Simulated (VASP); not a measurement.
# WS2: electric field gradients with LDA

Crystal: WS2.

```
CELL_PARAMETERS angstrom
1.57900 0.91164 6.16333
-1.57900 0.91164 6.16333
0.00000 -1.82327 6.16333
ATOMIC_POSITIONS crystal
W 0.00000 0.00000 0.00000
S 0.75030 0.75030 0.75030
S 0.58100 0.58100 0.58100
```

```yaml
Program: VASP 6.6.1
Task: electric field gradients
Functional: LDA
Potentials_or_basis: VASP PAW LDA potentials, release 64 (W_sv, S)
Cutoff: 520 eV
k_mesh: 13 × 13 × 13
Occupations: fermi-dirac, width 0.08 eV
Spin: no spin polarisation
Dipole_correction: no
Further_INCAR_settings: ALGO = Normal; EDIFF = 1e-08; NBANDS = 20
```

| Item | Value |
| --- | --- |
| Pressure | -3.3 GPa |
| Largest force | 0.587 eV/Å |
| Band gap on the k mesh | 1.00 eV (least direct gap 2.10 eV) |
| Largest electric field gradient by atom | W -158.9; S -49.9, -42.1 V/Å² |

Forces in eV/Å, atoms in the order of the input:
```
W    0.000  0.000 -0.587
S    0.000  0.000  0.067
S    0.000  0.000  0.520
```

Stress tensor (GPa, compression positive):
```
-3.43  0.00  0.00
 0.00 -3.43  0.00
 0.00  0.00 -2.96
```

Levels at points of the mesh, in eV from the valence-band top:
```csv
k point,band 9,band 10,band 11,band 12,band 13,band 14,band 15,band 16,band 17,band 18
"(0.00, 0.00, 0.00)",-3.54,-2.29,-2.29,-1.54,-1.24,2.18,2.18,2.54,2.54,4.66
```

Electric field gradients, principal values (V/Å²):
```tsv
atom	least	middle	greatest (by size)
1 W	79.438	79.438	-158.876
2 S	24.951	24.951	-49.901
3 S	21.058	21.058	-42.116
```

It took 8.5 min on 1 thread of Intel(R) Xeon(R) Platinum 8488C (Sapphire Rapids), with other jobs on the host, peak memory 0.42 GiB.

Caveat: the cell stands under tension; without QUAD_EFG the Cq values of the log hold for a quadrupole moment of 1 mb, not for the nuclei; spin-orbit coupling is left out, which moves the levels of the heavy elements. A k mesh can miss the band edges.
